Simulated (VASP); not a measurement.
# Re in VASP: a series of runs, part 2 of 2

VASP 6.6.1.

### 3 Single point, PBE

This run uses another cell than the first one, of 88.71 Å³/atom, 1.323 times its volume.

The input, INCAR:

```
SYSTEM = Re
  ALGO = Normal
  DIPOL = 0.5 0.5 0.294
  EDIFF = 1E-6
  ENCUT = 410
  GGA = PE
  GGA_COMPAT = .False.
  IDIPOL = 3
  ISIF = 2
  ISMEAR = 0
  LASPH = .True.
  LCHARG = .True.
  LDIPOL = .True.
  LELF = .True.
  LREAL = .False.
  LVACPOTAV = .True.
  LVHAR = .True.
  LWAVE = .False.
  NBANDS = 22
  NELM = 120
  NELMDL = -8
  PREC = Accurate
  SIGMA = 0.1
```

The input, KPOINTS:

```
k-points
0
Gamma
  6 6 1
  0 0 0
```

The input, POSCAR:

```
Re
1.0
    2.7441864160      0.0000000000      0.0000000000
   -1.3720932080      2.3765351490      0.0000000000
    0.0000000000      0.0000000000     27.2062572800
Re
2
Direct
    0.0000000000      0.0000000000      0.3356800377
    0.0000000000      0.0000000000      0.2524199657
```

Potentials or basis: VASP PAW PBE potentials, release 64 (Re_sv_GW).

The run is started by

```bash
> cat potpaw_PBE.64/Re_sv_GW/POTCAR > POTCAR
> mpirun -np 1 vasp_std > vasp.out
```

OUTCAR:

```text
SYSTEM = Re
   EDIFF = 1E-6
   ENCUT = 410
   GGA = PE
   ISIF = 2
   ISMEAR = 0
   LASPH = .True.
   LREAL = .False.
   NELM = 120
   NELMDL = -8
   PREC = Accurate

 ion  position               nearest neighbor table
   1  0.000  0.000  0.336-   2 2.27
   2  0.000  0.000  0.252-   1 2.27

  LATTYP: Found a hexagonal cell.
 ALAT       =     2.7441864160
 C/A-ratio  =     9.9141432672

  Lattice vectors:

 A1 = (   2.7441864160,   0.0000000000,   0.0000000000)
 A2 = (  -1.3720932080,   2.3765351490,   0.0000000000)
 A3 = (   0.0000000000,   0.0000000000,  27.2062572800)

Analysis of symmetry for initial positions (statically):
=====================================================================
 Subroutine PRICEL returns:
 Original cell was already a primitive cell.

 Routine SETGRP: Setting up the symmetry group for a
 hexagonal supercell.

[... 148 lines left out ...]
  ext. energy  EPLUGINS =         0.00000000
  ---------------------------------------------------
  free energy    TOTEN  =       -25.44971540 eV

  energy without entropy =      -25.44008832  energy(sigma->0) =      -25.44490186

 E-fermi :  -1.7811     XC(G=0):  -3.1283

 val. band max:       -2.0450292481   @ k =   0.0000   0.0000   0.0000
 cond. band min:      -1.7466288908   @ k =   0.1667  -0.0000   0.0000
 fundamental gap:      0.2984003573
 Fermi energy:        -1.7811136707

 k-point     1 :       0.0000    0.0000    0.0000
  band No.  band energies     occupation
      1     -81.6245      2.00000
      2     -81.4304      2.00000
      3     -44.4568      2.00000
      4     -42.9797      2.00000
      5     -42.9797      2.00000
      6     -42.7884      2.00000
[... 164 lines left out ...]
     21       7.3078      0.00000
     22       7.3078      0.00000

------------------------ aborting loop because EDIFF is reached ----------------------------------------

  FORCE on cell =-STRESS in cart. coord.  units (eV):
  Direction    XX          YY          ZZ          XY          YZ          ZX
  --------------------------------------------------------------------------------------
  -------------------------------------------------------------------------------------
  Total       -0.2634746     -0.2634746     -0.1197381      0.0000000     -0.0000000      0.0000000
  in kB       -2.3791546     -2.3791546     -1.0812259      0.0000000     -0.0000000      0.0000000
  external PRESSURE =      -1.9465117 kB  Pullay stress =       0.0000000 kB

 VOLUME and BASIS-vectors are now :
 -----------------------------------------------------------------------------
  energy-cutoff  :      410.00
  volume of cell :      177.43
      direct lattice vectors                 reciprocal lattice vectors
     2.744186416  0.000000000  0.000000000     0.364406731  0.210390324  0.000000000
    -1.372093208  2.376535149  0.000000000     0.000000000  0.420780648  0.000000000
     0.000000000  0.000000000 27.206257280     0.000000000  0.000000000  0.036756250

 POSITION                                       TOTAL-FORCE (eV/Angst)
 -----------------------------------------------------------------------------------
      0.00000      0.00000      9.13260        -0.000000     -0.000000      0.042298
      0.00000      0.00000      6.86740         0.000000      0.000000     -0.042298
 -----------------------------------------------------------------------------------
    total drift:                               -0.000000     -0.000000      0.000178

  FREE ENERGIE OF THE ION-ELECTRON SYSTEM (eV)
  ---------------------------------------------------
  free  energy   TOTEN  =       -25.4497153959 eV

  energy  without entropy=      -25.4400883161  energy(sigma->0) =      -25.44490186

 vacuum level on the upper side and lower side of the slab         3.015         3.015
```

stdout:

```text
POSCAR found type information on POSCAR Re
 POSCAR found :  1 types and       2 ions
 scaLAPACK will be used
 LDA part: xc-table for (Slater+PW92), standard interpolation
 POSCAR, INCAR and KPOINTS ok, starting setup
 FFT: planning ... GRIDC
 FFT: planning ... GRID_SOFT
 FFT: planning ... GRID
 WAVECAR not read
 entering main loop
 -----------------------------------------------------------------------------
|                                                                             |
|           W    W    AA    RRRRR   N    N  II  N    N   GGGG   !!!           |
|           W    W   A  A   R    R  NN   N  II  NN   N  G    G  !!!           |
|           W    W  A    A  R    R  N N  N  II  N N  N  G       !!!           |
|           W WW W  AAAAAA  RRRRR   N  N N  II  N  N N  G  GGG   !            |
|           WW  WW  A    A  R   R   N   NN  II  N   NN  G    G                |
|           W    W  A    A  R    R  N    N  II  N    N   GGGG   !!!           |
|                                                                             |
|     Did not find any points to average over, which means that no vacuum     |
|     field-free region was found. Please increase the size of  your cell     |
|     in the dimension of the dipole correction to obtain accurate            |
|     workfunction values.                                                    |
|                                                                             |
 -----------------------------------------------------------------------------
```

It took 25 s on 1 thread of Intel Xeon 6975P-C (Granite Rapids), shared host; peak memory 0.23 GiB.

What came out:

```yaml
Free_energy: -25.4497 eV
Largest_force: 0.042 eV/Å
Band_gap_on_the_k_mesh: zero (band 15 reaches -0.17 eV, above the bottom of band 16 at -2.04 eV)
```

Forces on the atoms (eV/Å):
```
Re   0.000  0.000  0.042
Re   0.000  0.000 -0.042
```

Levels at points of the mesh, in eV from the Fermi level:
| k point | band 12 | band 13 | band 14 | band 15 | band 16 | band 17 | band 18 | band 19 |
| --- | --- | --- | --- | --- | --- | --- | --- | --- |
| (0.00, 0.00, 0.00) | -1.35 | -1.35 | -0.46 | -0.46 | -0.26 | 0.40 | 0.40 | 0.53 |
| (0.50, 0.00, 0.00) | -2.67 | -1.02 | -0.79 | 1.61 | 2.94 | 3.37 | 4.28 | 4.77 |

Caveat: the k points lie up to 0.44 Å⁻¹ apart; spin-orbit coupling is left out, which moves the levels of the heavy elements.
